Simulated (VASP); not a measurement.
# Sb (R-3m) in VASP: further runs

The runs below take Sb through relaxation of cell and atoms, with PBE+D4, PBE+D3(BJ).

Everything below comes from runs of VASP 6.6.1. Logs are shortened: lines on timing, memory, paths and dates and some standing lists are left out, and cuts for length are marked.

### 1 The cell of the first run

Symmetry: R-3m, No. 166, trigonal system. The conventional cell has a = 4.321 Å, b = 4.321 Å, c = 11.163 Å, α = 90.00°, β = 90.00°, γ = 120.00°. Within 3.8 Å of Sb (site symmetry 3m) lie 6 Sb at 2.92 to 3.33 Å.

### 2 Relaxation of cell and atoms, PBE+D4

The input, INCAR:

```
SYSTEM = Sb
PREC = Accurate
ENCUT = 600
EDIFF = 1E-6
ISMEAR = -1
SIGMA = 0.02
LREAL = .FALSE.
LASPH = .TRUE.
NELM = 80
ALGO = Normal
ISIF = 3
LWAVE = .FALSE.
LCHARG = .FALSE.
GGA = PE
IVDW = 13
IBRION = 2
NSW = 80
EDIFFG = -0.005
```

The input, KPOINTS:

```
Automatic mesh
0
G
  6 6 6
  0 0 0
```

The input, POSCAR:

```
Sb
1.0
    2.1604782743      1.2473527133      3.7208431444
   -2.1604782743      1.2473527133      3.7208431444
    0.0000000000     -2.4947054265      3.7208431444
Sb
2
Direct
    0.2344242706      0.2344242706      0.2344242706
    0.7655757294      0.7655757294      0.7655757294
```

Potentials or basis: VASP PAW PBE potentials, release 64 (Sb).

Launch:

```bash
$ cat potpaw_PBE.64/Sb/POTCAR > POTCAR
$ mpirun -np 1 vasp_std > vasp.out
```

OUTCAR:

```text
SYSTEM = Sb
   PREC = Accurate
   ENCUT = 600
   EDIFF = 1E-6
   ISMEAR = -1
   LREAL = .FALSE.
   LASPH = .TRUE.
   NELM = 80
   ISIF = 3
   GGA = PE
   IVDW = 13
   IBRION = 2
   NSW = 80
   EDIFFG = -0.005

 ion  position               nearest neighbor table
   1  0.234  0.234  0.234-   2 2.92   2 2.92   2 2.92   2 3.33   2 3.33   2 3.33
   2  0.766  0.766  0.766-   1 2.92   1 2.92   1 2.92   1 3.33   1 3.33   1 3.33

  LATTYP: Found a trigonal (rhomboedric) cell.
 ALAT       =     4.4797576799
 COS(alpha) =     0.5348202969

  Lattice vectors:

 A1 = (   2.1604782743,   1.2473527133,   3.7208431444)
 A2 = (  -2.1604782743,   1.2473527133,   3.7208431444)
 A3 = (   0.0000000000,  -2.4947054265,   3.7208431444)

Analysis of symmetry for initial positions (statically):
=====================================================================
 Subroutine PRICEL returns:
 Original cell was already a primitive cell.

 Routine SETGRP: Setting up the symmetry group for a
 trigonal (rhombohedral) supercell.

 Subroutine GETGRP returns: Found 12 space group operations
 (whereof 12 operations were pure point group operations)
 out of a pool of 12 trial point group operations.

The static configuration has the point symmetry D_3d.

Analysis of symmetry for dynamics (positions and initial velocities):
=====================================================================
 Subroutine PRICEL returns:
 Original cell was already a primitive cell.

 Routine SETGRP: Setting up the symmetry group for a
 trigonal (rhombohedral) supercell.

 Subroutine GETGRP returns: Found 12 space group operations
 (whereof 12 operations were pure point group operations)
 out of a pool of 12 trial point group operations.

The dynamic configuration has the point symmetry D_3d.

 Subroutine INISYM returns: Found 12 space group operations
 (whereof 12 operations are pure point group operations),
 and found     1 'primitive' translations

----------------------------------------------------------------------------------------

                                     Primitive cell

  volume of cell :      60.1633

  direct lattice vectors                    reciprocal lattice vectors
     2.160478274  1.247352713  3.720843144     0.231430237  0.133616310  0.089585430
    -2.160478274  1.247352713  3.720843144    -0.231430237  0.133616310  0.089585430
     0.000000000 -2.494705426  3.720843144     0.000000000 -0.267232620  0.089585430

  length of vectors
     4.479757680  4.479757680  4.479757680     0.281848935  0.281848935  0.281848935

  position of ions in fractional coordinates (direct lattice)
     0.234424271  0.234424271  0.234424271
     0.765575729  0.765575729  0.765575729

  ion indices of the primitive-cell ions
   primitive index   ion index
                 1           1
                 2           2

----------------------------------------------------------------------------------------

 KPOINTS: Automatic mesh

Automatic generation of k-mesh.
 Grid dimensions read from file:
 generate k-points for:    6    6    6

 Generating k-lattice:

  Cartesian coordinates                     Fractional coordinates (reciprocal lattice)
     0.038571706  0.022269385  0.014930905     0.166666667  0.000000000  0.000000000
    -0.038571706  0.022269385  0.014930905     0.000000000  0.166666667  0.000000000
     0.000000000 -0.044538770  0.014930905     0.000000000  0.000000000  0.166666667

  Length of vectors
     0.046974823  0.046974823  0.046974823

  Shift w.r.t. Gamma in fractional coordinates (k-lattice)
     0.000000000  0.000000000  0.000000000

 Subroutine IBZKPT returns following result:
 ===========================================

 Found     32 irreducible k-points:

 Following reciprocal coordinates:
            Coordinates               Weight
  0.000000  0.000000  0.000000      1.000000
  0.166667  0.000000  0.000000      6.000000
  0.333333  0.000000  0.000000      6.000000
  0.500000  0.000000  0.000000      3.000000
  0.166667  0.166667  0.000000      6.000000
  0.333333  0.166667  0.000000     12.000000
[... 16 lines left out ...]
  0.500000  0.500000  0.166667      6.000000
 -0.333333  0.500000  0.166667     12.000000
 [... further k-points ...]
   k-points           NKPTS =     32   k-points in BZ     NKDIM =     32   number of bands    NBANDS=      9
   number of dos      NEDOS =    301   number of ions     NIONS =      2
   total plane-waves  NPLWV =  46656
   dimension x,y,z NGX =    36 NGY =   36 NGZ =   36
   dimension x,y,z NGXF=    72 NGYF=   72 NGZF=   72
   ions per type =               2
   NGX,Y,Z   is equivalent  to a cutoff of  13.36, 13.36, 13.36 a.u.
   NGXF,Y,Z  is equivalent  to a cutoff of  26.72, 26.72, 26.72 a.u.
 SYSTEM =  Sb
   PREC   = accura    normal or accurate (medium, high low for compatibility)
   ISTART =      0    job   : 0-new  1-cont  2-samecut
   ICHARG =      2    charge: 1-file 2-atom 10-const
   ISPIN  =      1    spin polarized calculation?
   LNONCOLLINEAR =      F non collinear calculations
   LSORBIT =      F    spin-orbit coupling
   LASPH  =      T    aspherical Exc in radial PAW
   ENCUT  =  600.0 eV  44.10 Ry    6.64 a.u.   8.95  8.95  8.95*2*pi/ulx,y,z
   NELM   =     80;   NELMIN=  2; NELMDL= -5     # of ELM steps
   EDIFF  = 0.1E-05   stopping-criterion for ELM
   LREAL  =      F    real-space projection
   EDIFFG = -.5E-02   stopping-criterion for IOM
   NSW    =     80    number of steps for IOM
   IBRION =      2    ionic relax: 0-MD 1-quasi-New 2-CG
   NFREE  =      1    steps in history (QN), initial steepest desc. (CG)
   ISIF   =      3    stress and relaxation
   ISYM   =      2    0-nonsym 1-usesym 2-fastsym
   POTIM  = 0.5000    time-step for ionic-motion
   TEBEG  =    0.0;   TEEND  =   0.0 temperature during run
   PSTRESS=    0.0 pullay stress
   NELECT =      10.0000    total number of electrons
   NUPDOWN=      -1.0000    fix difference up-down
   EMIN   =  10.00;   EMAX   =-10.00  energy-range for DOS
   EFERMI =   0.00;   METHOD = LEGACY
   ISMEAR =    -1;   SIGMA  =   0.02  broadening in eV -4-tet -1-fermi 0-gaus
   EFERMI_NEDOS =   21; number of points for ismear=-14 and -15
   IALGO  =     38    algorithm
   IMIX   =      4    mixing-type and parameters
     AMIX     =   0.40;   BMIX     =  1.00
     AMIX_MAG =   1.60;   BMIX_MAG =  1.00
  volume/ion in A,a.u.               =      30.08       203.00
  Fermi-wavevector in a.u.,A,eV,Ry     =   0.900114  1.700969 11.023514  0.810205
  Thomas-Fermi vector in A             =   2.023032
   LORBIT       =      0    0 simple, 1 ext, 2 COOP (PROOUT), +10 PAW based schemes
   GGA     = PE    functional components
   LHFCALC =     F    Hartree Fock is set to
   AEXX    =    0.0000 exact exchange contribution
   IVDW    =    13    specifies the selected vdW correction
   LEPSILON=     F    determine dielectric tensor
   LRPA    =     F    only Hartree local field effects (RPA)
 conjugate gradient relaxation of ions
 non-spin polarized calculation
  energy-cutoff  :      600.00
  volume of cell :       60.16
 maximum number of plane-waves:      2025
   NGX = 17   NGY = 17   NGZ = 17

--------------------------------------- Ionic step        1  -------------------------------------------

 number of electron      10.0000000 magnetization

 Free energy of the ion-electron system (eV)
  ---------------------------------------------------
  ext. energy  EPLUGINS =         0.00000000
  ---------------------------------------------------
  free energy    TOTEN  =        -8.26589322 eV

  energy without entropy =       -8.26492693  energy(sigma->0) =       -8.26541007

------------------------ aborting loop because EDIFF is reached ----------------------------------------

  DFT-D4 for vdW energy calculation

  Edisp (eV):   -1.02473

  FORCE on cell =-STRESS in cart. coord.  units (eV):
  Direction    XX          YY          ZZ          XY          YZ          ZX
  --------------------------------------------------------------------------------------
  -------------------------------------------------------------------------------------
  Total       0.01098     0.01098     0.00099    -0.00000     0.00000     0.00000
  in kB       0.29239     0.29239     0.02639    -0.00000     0.00000     0.00000
  external pressure =        0.20 kB  Pullay stress =        0.00 kB
[... 261 lines left out ...]
  energy  without entropy=       -9.2900222731  energy(sigma->0) =       -9.29042585

--------------------------------------- Ionic step        8  -------------------------------------------

 number of electron      10.0000000 magnetization

 Free energy of the ion-electron system (eV)
  ---------------------------------------------------
  ext. energy  EPLUGINS =         0.00000000
  ---------------------------------------------------
  free energy    TOTEN  =        -8.26259489 eV

  energy without entropy =       -8.26182613  energy(sigma->0) =       -8.26221051

 E-fermi :   7.4023     XC(G=0):  -9.5714

 val. band max:        7.3717757307   @ k =   0.5000   0.5000   0.5000
 cond. band min:       7.4268777261   @ k =   0.3333   0.1667   0.1667
 fundamental gap:      0.0551019954
 Fermi energy:         7.4022768298

 k-point     1 :       0.0000    0.0000    0.0000
  band No.  band energies     occupation
      1      -5.3724      2.00000
      2       2.6188      2.00000
      3       5.3571      2.00000
      4       5.5346      2.00000
      5       5.5346      2.00000
      6       9.5857      0.00000
      7      10.1300      0.00000
      8      10.1300      0.00000
      9      12.3466      0.00000
[... 265 lines left out ...]
 k-point    24 :      -0.3333    0.5000    0.1667
  band No.  band energies     occupation
      1      -2.6637      2.00000
      2      -1.3287      2.00000
      3       2.0004      2.00000
      4       2.9087      2.00000
      5       5.5312      2.00000
      6       9.3175      0.00000
      7      10.6647      0.00000
      8      13.0367      0.00000
      9      13.3961      0.00000

 [... further k-points ...]

------------------------ aborting loop because EDIFF is reached ----------------------------------------

  DFT-D4 for vdW energy calculation

  Edisp (eV):   -1.02825

  FORCE on cell =-STRESS in cart. coord.  units (eV):
  Direction    XX          YY          ZZ          XY          YZ          ZX
  --------------------------------------------------------------------------------------
  -------------------------------------------------------------------------------------
  Total      -0.00060    -0.00060    -0.00363     0.00000    -0.00000    -0.00000
  in kB      -0.01606    -0.01606    -0.09702     0.00000    -0.00000    -0.00000
  external pressure =       -0.04 kB  Pullay stress =        0.00 kB
[... 17 lines left out ...]
  FREE ENERGIE OF THE ION-ELECTRON SYSTEM (eV)
  ---------------------------------------------------
  free  energy   TOTEN  =        -9.2908403785 eV

  energy  without entropy=       -9.2900716121  energy(sigma->0) =       -9.29045600

 reached required accuracy - stopping structural energy minimisation
```

Wall time 77 s (1 thread of Intel Xeon Platinum 8488C (Sapphire Rapids), shared host); peak memory 0.2 GiB.

Results:

| Item | Value |
| --- | --- |
| Free energy | -9.2908 eV |
| Relaxed volume | 29.98 Å³/atom |
| Relaxed cell | a = 4.469 Å, b = 4.469 Å, c = 4.469 Å, α = 57.82°, β = 57.82°, γ = 57.82° |
| Space group after relaxing (to 0.05 Å) | R-3m (No. 166) |
| Energy gained by relaxing | 0.1 meV/atom |
| Ionic steps | 8 |
| Pressure after relaxing | 0.0 GPa |
| Largest force after relaxing | 0.003 eV/Å |
| Band gap on the k mesh | zero (band 5 reaches 7.43 eV, above the bottom of band 6 at 7.18 eV) |
| Dispersion energy per atom | -0.514 eV |

Forces on the atoms (eV/Å):
```
Sb   0.000  0.000 -0.003
Sb   0.000  0.000  0.003
```

Step by step:
```csv
step,energy change (eV),largest force (eV/Å),pressure (GPa),volume (Å³)
1,0.0000,0.0339,0.02,60.16
2,-0.0001,0.0153,-0.06,60.20
3,-0.0001,0.0060,-0.10,60.21
4,-0.0001,0.0038,-0.06,60.13
5,-0.0002,0.0016,0.02,59.95
6,-0.0002,0.0009,0.01,59.98
7,-0.0002,0.0016,0.00,59.97
8,-0.0002,0.0030,0.00,59.95
```

Final structure:
```xyz
2
Lattice="2.1604 1.2473 3.7079 -2.1604 1.2473 3.7079 0.0000 -2.4946 3.7079" Properties=species:S:1:pos:R:3 pbc="T T T"
Sb    0.0000    0.0000    2.6141
Sb    0.0000    0.0000    8.5097
```

Caveat: spin-orbit coupling is left out, which moves the levels of the heavy elements; pairwise dispersion overbinds metals, which lowers pressure and volume.

### 3 Relaxation of cell and atoms, PBE+D3(BJ)

This run uses another cell than the first one, of 30.21 Å³/atom, 1.004 times its volume.

INCAR: that of step 2 with these lines changed.

```diff
@@ -3,3 +3,3 @@
 ENCUT = 600
-EDIFF = 1E-6
+EDIFF = 1E-7
 ISMEAR = -1
@@ -14,3 +14,3 @@
 GGA = PE
-IVDW = 13
+IVDW = 12
 IBRION = 2
```

The input, KPOINTS:

```
regular mesh
0
G
  6 6 6
  0 0 0
```

The input, POSCAR:

```
Sb
1.0
    2.1542000000      1.2437279499      3.7580000000
   -2.1542000000      1.2437279499      3.7580000000
    0.0000000000     -2.4874558998      3.7580000000
Sb
2
Direct
    0.2334900000      0.2334900000      0.2334900000
    0.7665100000      0.7665100000      0.7665100000
```

Potentials or basis: VASP PAW PBE potentials, release 64 (Sb).

Launch:

```bash
$ cat potpaw_PBE.64/Sb/POTCAR > POTCAR
$ mpirun -np 1 vasp_std > vasp.out
```

It took 79 s on 1 thread of Intel Xeon Platinum 8488C (Sapphire Rapids), shared host; peak memory 0.21 GiB.

It converged, with:

```
Free energy                            : -9.2153 eV
Relaxed volume                         : 30.00 Å³/atom
Relaxed cell                           : a = 4.471 Å, b = 4.471 Å, c = 4.471 Å, α = 57.79°, β = 57.79°, γ = 57.79°
Space group after relaxing (to 0.05 Å) : R-3m (No. 166)
Energy gained by relaxing              : 1.0 meV/atom
Ionic steps                            : 8
Pressure after relaxing                : 0.0 GPa
Band gap on the k mesh                 : zero (band 5 reaches 7.42 eV, above the bottom of band 6 at 7.17 eV)
Dispersion energy per atom             : -0.476 eV
```

The path:
| step | energy change (eV) | largest force (eV/Å) | pressure (GPa) | volume (Å³) |
| --- | --- | --- | --- | --- |
| 1 | 0.0000 | 0.1050 | 0.25 | 60.41 |
| 2 | -0.0008 | 0.0180 | -0.31 | 60.83 |
| 3 | -0.0008 | 0.0342 | -0.21 | 60.75 |
| 4 | -0.0014 | 0.0226 | -0.13 | 60.55 |
| 5 | -0.0020 | 0.0024 | 0.05 | 59.96 |
| 6 | -0.0020 | 0.0029 | 0.04 | 59.97 |
| 7 | -0.0020 | 0.0084 | -0.05 | 60.04 |
| 8 | -0.0020 | 0.0016 | 0.00 | 60.00 |

Final structure:
```
CELL_PARAMETERS angstrom
2.16053 1.24738 3.71057
-2.16053 1.24738 3.71057
0.00000 -2.49476 3.71057
ATOMIC_POSITIONS crystal
Sb 0.23496 0.23496 0.23496
Sb 0.76504 0.76504 0.76504
```

Levels at points of the mesh, in eV from the Fermi level:
```csv
k point,band 3,band 4,band 5,band 6,band 7,band 8
"(0.00, 0.00, 0.00)",-2.05,-1.87,-1.87,2.18,2.72,2.72
"(0.50, 0.00, 0.00)",-1.88,-1.73,-0.35,-0.23,0.17,0.33
"(0.50, 0.50, 0.00)",-5.56,-3.81,-3.75,1.54,4.96,5.44
"(0.50, 0.50, 0.50)",-1.34,-1.34,-0.52,-0.03,-0.03,0.96
```

Caveat: spin-orbit coupling is left out, which moves the levels of the heavy elements; pairwise dispersion overbinds metals, which lowers pressure and volume.
